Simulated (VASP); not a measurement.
# Sc2Cu3 (P-3m1) in VASP: further runs

The runs below take Sc2Cu3 through single point, relaxation of cell and atoms, with PBE.

Program: VASP 6.6.1. These are calculated values, not measurements. Logs are shortened: lines on timing, memory, paths and dates and some standing lists are left out, and cuts for length are marked.

## 1. The cell of the first run

Symmetry: P-3m1, No. 164, trigonal system. The conventional cell has a = 4.030 Å, b = 4.030 Å, c = 4.983 Å, α = 90.00°, β = 90.00°, γ = 120.00°. Sc (site symmetry 3m) has 8 Cu at 2.38 to 2.60 Å and 3 Sc at 2.86 Å within 3.1 Å. Within 3.3 Å of Cu (site symmetry -3m) lie 6 Sc at 2.47 Å and 6 Cu at 2.93 Å. Cu (site symmetry 3m) has 5 Sc at 2.38 to 2.60 Å and 6 Cu at 2.73 to 2.93 Å within 3.1 Å.

The cell was generated, and may not be a known phase.

## 2. Single point, PBE

The input, INCAR:

```
SYSTEM = Sc2Cu3
ALGO = Fast
EDIFF = 1E-7
ENCUT = 520
GGA = PE
ISIF = 2
ISMEAR = 0
LASPH = .True.
LCHARG = .False.
LREAL = .False.
LWAVE = .False.
NBANDS = 36
NELM = 60
PREC = Accurate
SIGMA = 0.1
```

The input, KPOINTS:

```
k-points
0
Gamma
  6 6 4
  0 0 0
```

The input, POSCAR:

```
Sc2Cu3
1.0
    4.0301290500      0.0000000000      0.0000000000
   -2.0150645200      3.4901941400      0.0000000000
    0.0000000000      0.0000000000      4.9829074900
Sc Cu
2 3
Direct
    0.3333333300      0.6666666700      0.1664214400
    0.6666666700      0.3333333300      0.8335785600
    0.0000000000      0.0000000000      0.0000000000
    0.3333333300      0.6666666700      0.6439374700
    0.6666666700      0.3333333300      0.3560625300
```

Potentials or basis: VASP PAW PBE potentials, release 64 (Sc_sv, Cu).

On the command line:

```
$ cat potpaw_PBE.64/Sc_sv/POTCAR potpaw_PBE.64/Cu/POTCAR > POTCAR
$ mpirun -np 1 vasp_std > vasp.out
```

OUTCAR:

```text
SYSTEM = Sc2Cu3
   EDIFF = 1E-7
   ENCUT = 520
   GGA = PE
   ISIF = 2
   ISMEAR = 0
   LASPH = .True.
   LREAL = .False.
   NELM = 60
   PREC = Accurate

 ion  position               nearest neighbor table
   1  0.333  0.667  0.166-   4 2.38   3 2.47   3 2.47   3 2.47   5 2.51   5 2.51   5 2.51   4 2.60
                             2 2.86   2 2.86   2 2.86
   2  0.667  0.333  0.834-   5 2.38   3 2.47   3 2.47   3 2.47   4 2.51   4 2.51   4 2.51   5 2.60
                             1 2.86   1 2.86   1 2.86
   3  0.000  0.000  0.000-   1 2.47   2 2.47   1 2.47   2 2.47   2 2.47   1 2.47
   4  0.333  0.667  0.644-   1 2.38   2 2.51   2 2.51   2 2.51   1 2.60   5 2.73   5 2.73   5 2.73

   5  0.667  0.333  0.356-   2 2.38   1 2.51   1 2.51   1 2.51   2 2.60   4 2.73   4 2.73   4 2.73

  LATTYP: Found a hexagonal cell.
 ALAT       =     4.0301290500
 C/A-ratio  =     1.2364138786

  Lattice vectors:

 A1 = (   4.0301290500,   0.0000000000,   0.0000000000)
 A2 = (  -2.0150645200,   3.4901941400,   0.0000000000)
 A3 = (   0.0000000000,   0.0000000000,   4.9829074900)

Analysis of symmetry for initial positions (statically):
=====================================================================
 Subroutine PRICEL returns:
 Original cell was already a primitive cell.

 Routine SETGRP: Setting up the symmetry group for a
 hexagonal supercell.

 Subroutine GETGRP returns: Found 12 space group operations
 (whereof 12 operations were pure point group operations)
 out of a pool of 24 trial point group operations.

The static configuration has the point symmetry D_3d.

Analysis of symmetry for dynamics (positions and initial velocities):
=====================================================================
 Subroutine PRICEL returns:
 Original cell was already a primitive cell.

 Routine SETGRP: Setting up the symmetry group for a
 hexagonal supercell.

 Subroutine GETGRP returns: Found 12 space group operations
 (whereof 12 operations were pure point group operations)
 out of a pool of 24 trial point group operations.

The dynamic configuration has the point symmetry D_3d.

 Subroutine INISYM returns: Found 12 space group operations
 (whereof 12 operations are pure point group operations),
 and found     1 'primitive' translations

----------------------------------------------------------------------------------------

                                     Primitive cell

  volume of cell :      70.0892

  direct lattice vectors                    reciprocal lattice vectors
     4.030129050  0.000000000  0.000000000     0.248131012  0.143258506  0.000000000
    -2.015064520  3.490194140  0.000000000     0.000000000  0.286517013  0.000000000
     0.000000000  0.000000000  4.982907490     0.000000000  0.000000000  0.200686046

  length of vectors
     4.030129050  4.030129049  4.982907490     0.286517013  0.286517013  0.200686046

  position of ions in fractional coordinates (direct lattice)
     0.333333330  0.666666670  0.166421440
     0.666666670  0.333333330  0.833578560
     0.000000000  0.000000000  0.000000000
     0.333333330  0.666666670  0.643937470
     0.666666670  0.333333330  0.356062530

  ion indices of the primitive-cell ions
   primitive index   ion index
                 1           1
                 2           2
                 3           3
                 4           4
                 5           5

----------------------------------------------------------------------------------------

 KPOINTS: k-points

Automatic generation of k-mesh.
 Grid dimensions read from file:
 generate k-points for:    6    6    4

 Generating k-lattice:

  Cartesian coordinates                     Fractional coordinates (reciprocal lattice)
     0.041355169  0.023876418  0.000000000     0.166666667  0.000000000  0.000000000
     0.000000000  0.047752836  0.000000000     0.000000000  0.166666667  0.000000000
     0.000000000  0.000000000  0.050171511     0.000000000  0.000000000  0.250000000

  Length of vectors
     0.047752836  0.047752836  0.050171511

  Shift w.r.t. Gamma in fractional coordinates (k-lattice)
     0.000000000  0.000000000  0.000000000

 Subroutine IBZKPT returns following result:
 ===========================================

 Found     24 irreducible k-points:

 Following reciprocal coordinates:
            Coordinates               Weight
  0.000000  0.000000  0.000000      1.000000
  0.166667 -0.000000  0.000000      6.000000
  0.333333 -0.000000  0.000000      6.000000
  0.500000 -0.000000  0.000000      3.000000
  0.166667  0.166667  0.000000      6.000000
  0.333333  0.166667  0.000000     12.000000
[... 16 lines left out ...]
  0.333333  0.166667  0.500000     12.000000
  0.333333  0.333333  0.500000      2.000000
   k-points           NKPTS =     24   k-points in BZ     NKDIM =     24   number of bands    NBANDS=     36
   number of dos      NEDOS =    301   number of ions     NIONS =      5
   total plane-waves  NPLWV =  36000
   dimension x,y,z NGX =    30 NGY =   30 NGZ =   40
   dimension x,y,z NGXF=    60 NGYF=   60 NGZF=   80
   ions per type =               2   3
   NGX,Y,Z   is equivalent  to a cutoff of  12.38, 12.38, 13.35 a.u.
   NGXF,Y,Z  is equivalent  to a cutoff of  24.75, 24.75, 26.69 a.u.
 SYSTEM =  Sc2Cu3
   PREC   = accura    normal or accurate (medium, high low for compatibility)
   ISTART =      0    job   : 0-new  1-cont  2-samecut
   ICHARG =      2    charge: 1-file 2-atom 10-const
   ISPIN  =      1    spin polarized calculation?
   LNONCOLLINEAR =      F non collinear calculations
   LSORBIT =      F    spin-orbit coupling
   LASPH  =      T    aspherical Exc in radial PAW
   ENCUT  =  520.0 eV  38.22 Ry    6.18 a.u.   7.49  7.49  9.26*2*pi/ulx,y,z
   NELM   =     60;   NELMIN=  2; NELMDL= -5     # of ELM steps
   EDIFF  = 0.1E-06   stopping-criterion for ELM
   LREAL  =      F    real-space projection
   EDIFFG = 0.1E-05   stopping-criterion for IOM
   NSW    =      0    number of steps for IOM
   IBRION =     -1    ionic relax: 0-MD 1-quasi-New 2-CG
   NFREE  =      0    steps in history (QN), initial steepest desc. (CG)
   ISIF   =      2    stress and relaxation
   ISYM   =      2    0-nonsym 1-usesym 2-fastsym
   POTIM  = 0.5000    time-step for ionic-motion
   TEBEG  =    0.0;   TEEND  =   0.0 temperature during run
   PSTRESS=    0.0 pullay stress
   NELECT =      55.0000    total number of electrons
   NUPDOWN=      -1.0000    fix difference up-down
   EMIN   =  10.00;   EMAX   =-10.00  energy-range for DOS
   EFERMI =   0.00;   METHOD = LEGACY
   ISMEAR =     0;   SIGMA  =   0.10  broadening in eV -4-tet -1-fermi 0-gaus
   EFERMI_NEDOS =   21; number of points for ismear=-14 and -15
   IALGO  =     68    algorithm
   IMIX   =      4    mixing-type and parameters
     AMIX     =   0.40;   BMIX     =  1.00
     AMIX_MAG =   1.60;   BMIX_MAG =  1.00
  volume/ion in A,a.u.               =      14.02        94.60
  Fermi-wavevector in a.u.,A,eV,Ry     =   1.510006  2.853497 31.022881  2.280117
  Thomas-Fermi vector in A             =   2.620253
   LORBIT       =      0    0 simple, 1 ext, 2 COOP (PROOUT), +10 PAW based schemes
   GGA     = PE    functional components
   LHFCALC =     F    Hartree Fock is set to
   AEXX    =    0.0000 exact exchange contribution
   IVDW    =     0    specifies the selected vdW correction
   LEPSILON=     F    determine dielectric tensor
   LRPA    =     F    only Hartree local field effects (RPA)
 non-spin polarized calculation
 RMM-DIIS sequential band-by-band and
 Gauss-broadening in eV      SIGMA  =   0.10
  energy-cutoff  :      520.00
  volume of cell :       70.09
 maximum number of plane-waves:      1914
 NGX is ok and might be reduce to    30
   NGX = 15   NGY = 15   NGZ = 19

 number of electron      55.0000035 magnetization

 Free energy of the ion-electron system (eV)
  ---------------------------------------------------
  ext. energy  EPLUGINS =         0.00000000
  ---------------------------------------------------
  free energy    TOTEN  =       -20.85279748 eV

  energy without entropy =      -20.82771713  energy(sigma->0) =      -20.84025731

 E-fermi :   6.9067     XC(G=0): -11.9422

 val. band max:        6.8962986565   @ k =   0.3333  -0.0000   0.5000
 cond. band min:       6.9066796648   @ k =   0.3333   0.1667   0.2500
 fundamental gap:      0.0103810082
 Fermi energy:         6.9066786540

 k-point     1 :       0.0000    0.0000    0.0000
  band No.  band energies     occupation
      1     -41.8992      2.00000
      2     -41.7425      2.00000
      3     -20.7957      2.00000
      4     -20.7351      2.00000
      5     -20.7351      2.00000
      6     -20.4741      2.00000
[... 28 lines left out ...]
     35      11.5680      0.00000
     36      11.8020      0.00000

 k-point     2 :       0.1667   -0.0000    0.0000
  band No.  band energies     occupation
      1     -41.8889      2.00000
      2     -41.7512      2.00000
      3     -20.8062      2.00000
      4     -20.7675      2.00000
      5     -20.7487      2.00000
      6     -20.4570      2.00000
[... 28 lines left out ...]
     35      11.5948      0.00000
     36      11.9027      0.00000

 k-point     3 :       0.3333   -0.0000    0.0000
  band No.  band energies     occupation
      1     -41.8631      2.00000
      2     -41.7738      2.00000
      3     -20.8473      2.00000
      4     -20.8041      2.00000
      5     -20.7736      2.00000
      6     -20.4462      2.00000
[... 28 lines left out ...]
     35      10.6842      0.00000
     36      11.3013      0.00000
[... 742 lines left out ...]
 k-point    23 :       0.3333    0.1667    0.5000
  band No.  band energies     occupation
      1     -41.8417      2.00000
      2     -41.7922      2.00000
      3     -20.8774      2.00000
      4     -20.8429      2.00000
      5     -20.8008      2.00000
      6     -20.4268      2.00000
[... 28 lines left out ...]
     35      10.5186      0.00000
     36      11.2329      0.00000

 k-point    24 :       0.3333    0.3333    0.5000
  band No.  band energies     occupation
      1     -41.8165      2.00000
      2     -41.8165      2.00000
      3     -20.8568      2.00000
      4     -20.8568      2.00000
      5     -20.8413      2.00000
      6     -20.4007      2.00000
[... 28 lines left out ...]
     35      10.5645      0.00000
     36      11.2771      0.00000

------------------------ aborting loop because EDIFF is reached ----------------------------------------

  FORCE on cell =-STRESS in cart. coord.  units (eV):
  Direction    XX          YY          ZZ          XY          YZ          ZX
  --------------------------------------------------------------------------------------
  -------------------------------------------------------------------------------------
  Total       15.5638775     15.5638776     18.0233526      0.0000000      0.0000000      0.0000000
  in kB      355.7763090    355.7763094    411.9977075      0.0000005      0.0000000      0.0000000
  external PRESSURE =     374.5167753 kB  Pullay stress =       0.0000000 kB

 VOLUME and BASIS-vectors are now :
 -----------------------------------------------------------------------------
  energy-cutoff  :      520.00
  volume of cell :       70.09
      direct lattice vectors                 reciprocal lattice vectors
     4.030129050  0.000000000  0.000000000     0.248131012  0.143258506  0.000000000
    -2.015064520  3.490194140  0.000000000     0.000000000  0.286517013  0.000000000
     0.000000000  0.000000000  4.982907490     0.000000000  0.000000000  0.200686046

 POSITION                                       TOTAL-FORCE (eV/Angst)
 -----------------------------------------------------------------------------------
     -0.00000      2.32680      0.82926        -0.000000      0.000000      1.203463
      2.01506      1.16340      4.15364        -0.000000      0.000000     -1.203463
      0.00000      0.00000      0.00000         0.000000      0.000000     -0.000000
     -0.00000      2.32680      3.20868         0.000000      0.000000      0.306029
      2.01506      1.16340      1.77423         0.000000     -0.000000     -0.306029
 -----------------------------------------------------------------------------------
    total drift:                               -0.000000      0.000000     -0.000000

  FREE ENERGIE OF THE ION-ELECTRON SYSTEM (eV)
  ---------------------------------------------------
  free  energy   TOTEN  =       -20.8527974842 eV

  energy  without entropy=      -20.8277171345  energy(sigma->0) =      -20.84025731
```

Run time: 1.8 min. Hardware: 1 thread of Oxide Virtual Turin-like, shared host; peak memory 0.18 GiB.

Results:

```
Free energy            : -20.8528 eV
Pressure               : 37.5 GPa
Largest force          : 1.203 eV/Å
Band gap on the k mesh : zero (an odd number of electrons rules out a gap without spin polarisation)
```

Forces in eV/Å, atoms in the order of the input:
```
Sc   0.000  0.000  1.203
Sc   0.000  0.000 -1.203
Cu   0.000  0.000  0.000
Cu   0.000  0.000  0.306
Cu   0.000  0.000 -0.306
```

Levels at points of the mesh, in eV from the Fermi level:
| k point | band 26 | band 27 | band 28 | band 29 | band 30 | band 31 |
| --- | --- | --- | --- | --- | --- | --- |
| (0.00, 0.00, 0.00) | -1.67 | -0.20 | -0.20 | 1.44 | 1.44 | 2.24 |
| (0.50, 0.00, 0.00) | -1.05 | 0.41 | 0.79 | 0.96 | 1.48 | 1.52 |
| (0.00, 0.00, 0.50) | -1.18 | -0.94 | -0.94 | 1.02 | 1.02 | 2.79 |
| (0.50, 0.00, 0.50) | -2.49 | -1.41 | 0.15 | 0.52 | 0.79 | 1.90 |

Caveat: the stress differs along the axes, from 36 to 41 GPa; forces of over 1 eV/Å act on the atoms, so gaps and moduli don't describe the material at rest.

(Continued in part 2 of 3.)

The gap in the log of VASP goes by the Fermi energy; the results here count the filled bands.